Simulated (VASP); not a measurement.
# BN (P6_3/mmc) in VASP: a series of runs, part 2 of 2

VASP 6.6.1.

### Step 4. Single point, LDA

This run uses another cell than the first one, of 5.24 Å³/atom, 0.974 times its volume.

INCAR reads:

```
PREC = Accurate ; ENCUT = 520
EDIFF = 1E-6 ; ISMEAR = -1
SIGMA = 0.02 ; LREAL = F
LASPH = T ; NELM = 100
ALGO = Normal ; ISIF = 2
LWAVE = F ; LCHARG = F
NBANDS = 16
```

KPOINTS reads:

```
regular mesh
0
Gamma
  12 12 6
```

POSCAR reads:

```
BN
1.0
    2.4658060644      0.0000000000      0.0000000000
   -1.2329030322      2.1354506925      0.0000000000
    0.0000000000      0.0000000000      3.9786110419
B N
2 2
Direct
    0.0000000000      0.0000000000      0.0000000000
    0.0000000000      0.0000000000      0.5000000000
    0.3333333333      0.6666666667      0.2500000000
    0.6666666667      0.3333333333      0.7500000000
```

Potentials or basis: VASP PAW LDA potentials, release 64 (B, N).

On the command line:

```bash
$ cat potpaw_LDA.64/B/POTCAR potpaw_LDA.64/N/POTCAR > POTCAR
$ mpirun -np 1 vasp_std > vasp.out
```

OUTCAR:

```text
PREC = Accurate
   ENCUT = 520
   EDIFF = 1E-6
   ISMEAR = -1
   LREAL = F
   LASPH = T
   NELM = 100
   ISIF = 2

 ion  position               nearest neighbor table
   1  0.000  0.000  0.000-   3 1.74   4 1.74   3 1.74   4 1.74   4 1.74   3 1.74   2 1.99   2 1.99

   2  0.000  0.000  0.500-   3 1.74   4 1.74   3 1.74   4 1.74   4 1.74   3 1.74   1 1.99   1 1.99

   3  0.333  0.667  0.250-   1 1.74   2 1.74   1 1.74   2 1.74   1 1.74   2 1.74
   4  0.667  0.333  0.750-   1 1.74   2 1.74   1 1.74   2 1.74   1 1.74   2 1.74

  LATTYP: Found a hexagonal cell.
 ALAT       =     2.4658060644
 C/A-ratio  =     1.6135133656

  Lattice vectors:

 A1 = (   2.4658060644,   0.0000000000,   0.0000000000)
 A2 = (  -1.2329030322,   2.1354506925,   0.0000000000)
 A3 = (   0.0000000000,   0.0000000000,   3.9786110419)

Analysis of symmetry for initial positions (statically):
=====================================================================
 Subroutine PRICEL returns:
 Original cell was already a primitive cell.

 Routine SETGRP: Setting up the symmetry group for a
 hexagonal supercell.
[... 175 lines left out ...]
 cond. band min:      12.3433671396   @ k =   0.3333   0.3333   0.0000
 fundamental gap:      1.7737029769
 Fermi energy:        11.0766266326

 k-point     1 :       0.0000    0.0000    0.0000
  band No.  band energies     occupation
      1     -11.9623      2.00000
      2      -6.7263      2.00000
      3      -1.9217      2.00000
      4       9.0778      2.00000
      5       9.0778      2.00000
      6       9.8871      2.00000
[... 433 lines left out ...]
      3       0.0780      2.00000
      4       1.6946      2.00000
      5       3.8443      2.00000
      6       5.5792      2.00000
[... 8 lines left out ...]
     15      23.3500      0.00000
     16      25.8431      0.00000

 [... further k-points ...]

------------------------ aborting loop because EDIFF is reached ----------------------------------------

  FORCE on cell =-STRESS in cart. coord.  units (eV):
  Direction    XX          YY          ZZ          XY          YZ          ZX
  --------------------------------------------------------------------------------------
  -------------------------------------------------------------------------------------
  Total        0.0946954      0.0946954      0.0668932      0.0000000      0.0000000      0.0000000
  in kB        7.2420190      7.2420190      5.1157906      0.0000000      0.0000000      0.0000000
  external PRESSURE =       6.5332762 kB  Pullay stress =       0.0000000 kB

 VOLUME and BASIS-vectors are now :
 -----------------------------------------------------------------------------
  energy-cutoff  :      520.00
  volume of cell :       20.95
      direct lattice vectors                 reciprocal lattice vectors
     2.465806064  0.000000000  0.000000000     0.405546898  0.234142611  0.000000000
    -1.232903032  2.135450693  0.000000000     0.000000000  0.468285221  0.000000000
     0.000000000  0.000000000  3.978611042     0.000000000  0.000000000  0.251343997

 POSITION                                       TOTAL-FORCE (eV/Angst)
 -----------------------------------------------------------------------------------
      0.00000      0.00000      0.00000         0.000000      0.000000     -0.000000
      0.00000      0.00000      1.98931         0.000000      0.000000     -0.000000
     -0.00000      1.42363      0.99465         0.000000     -0.000000     -0.000000
      1.23290      0.71182      2.98396        -0.000000      0.000000      0.000000
 -----------------------------------------------------------------------------------
    total drift:                                0.000000     -0.000000      0.000000

  FREE ENERGIE OF THE ION-ELECTRON SYSTEM (eV)
  ---------------------------------------------------
  free  energy   TOTEN  =       -31.8676829383 eV

  energy  without entropy=      -31.8676829383  energy(sigma->0) =      -31.86768294
```

It took 10 s on 1 thread of Intel Xeon 6975P-C (Granite Rapids), shared host; peak memory 0.12 GiB.

Results:

```
Free energy            : -31.8677 eV
Pressure               : 0.7 GPa
Band gap on the k mesh : 1.77 eV, indirect (least direct gap 5.48 eV)
```

Stress tensor (GPa, compression positive):
```
0.72 0.00 0.00
0.00 0.72 0.00
0.00 0.00 0.51
```

A k mesh can miss the band edges.

### Step 5. Single point, PBE

This run uses another cell than the first one, of 5.44 Å³/atom, 1.012 times its volume.

INCAR reads:

```
  PREC = Accurate
  ENCUT = 520
  EDIFF = 1E-6
  ISMEAR = -1
  SIGMA = 0.02
  LREAL = F
  LASPH = T
  NELM = 60
  ALGO = Normal
  ISIF = 2
  LWAVE = F
  LCHARG = F
  GGA = PE
  NBANDS = 16
```

KPOINTS reads:

```
Automatic mesh
0
Gamma
  12 12 6
```

POSCAR reads:

```
BN
1.0
    2.5001234331      0.0000000000      0.0000000000
   -1.2500617166      2.1651704057      0.0000000000
    0.0000000000      0.0000000000      4.0222891993
B N
2 2
Direct
    0.0000000000      0.0000000000      0.0000000000
    0.0000000000      0.0000000000      0.5000000000
    0.3333333333      0.6666666667      0.2500000000
    0.6666666667      0.3333333333      0.7500000000
```

Potentials or basis: VASP PAW PBE potentials, release 64 (B, N).

On the command line:

```bash
$ cat potpaw_PBE.64/B/POTCAR potpaw_PBE.64/N/POTCAR > POTCAR
$ mpirun -np 1 vasp_std > vasp.out
```

Run time: 12 s. Hardware: 1 thread of Intel Xeon 6975P-C (Granite Rapids), shared host; peak memory 0.13 GiB.

Results (log left out):

```yaml
Free_energy: -27.8470 eV
Pressure: -0.2 GPa
Band_gap_on_the_k_mesh: 1.49 eV, indirect (least direct gap 5.13 eV)
```

Stress tensor (GPa, compression positive):
```
-0.16  0.00  0.00
 0.00 -0.16  0.00
 0.00  0.00 -0.37
```

Levels at points of the mesh, in eV from the valence-band top:
| k point | band 6 | band 7 | band 8 | band 9 | band 10 | band 11 |
| --- | --- | --- | --- | --- | --- | --- |
| (0.00, 0.00, 0.00) | -0.66 | -0.66 | -0.22 | 5.73 | 7.93 | 8.27 |
| (0.50, 0.00, 0.00) | -5.63 | -4.32 | -0.58 | 5.35 | 5.45 | 6.00 |
| (0.00, 0.00, 0.50) | -0.94 | -0.94 | -0.94 | 6.97 | 6.97 | 7.74 |
| (0.50, 0.00, 0.50) | -3.84 | -3.26 | -3.26 | 4.66 | 4.66 | 7.56 |

### Step 6. Summary

```tsv
level	potentials or basis	cell	k mesh	smearing	gap on the mesh (eV)	pressure (GPa)
PBE	VASP PAW PBE potentials, release 64 (B, N)	a = 2.491, b = 2.491, c = 4.001 Å, angles 90.0, 90.0, 120.0°, 4 atoms	6 × 6 × 4	gaussian 0.01 eV	1.58	4.5
LDA	VASP PAW LDA potentials, release 64 (B, N)	a = 2.466, b = 2.466, c = 3.979 Å, angles 90.0, 90.0, 120.0°, 4 atoms	12 × 12 × 6	fermi-dirac 0.02 eV	1.77	0.7
PBE	VASP PAW PBE potentials, release 64 (B, N)	a = 2.500, b = 2.500, c = 4.022 Å, angles 90.0, 90.0, 120.0°, 4 atoms	12 × 12 × 6	fermi-dirac 0.02 eV	1.49	-0.2
```

Alike in all rows: task single point; no spin polarisation; cutoff (eV) 520.

Caveats: some runs use coarse meshes.

Absolute energies hang on the potentials; compare differences alone.
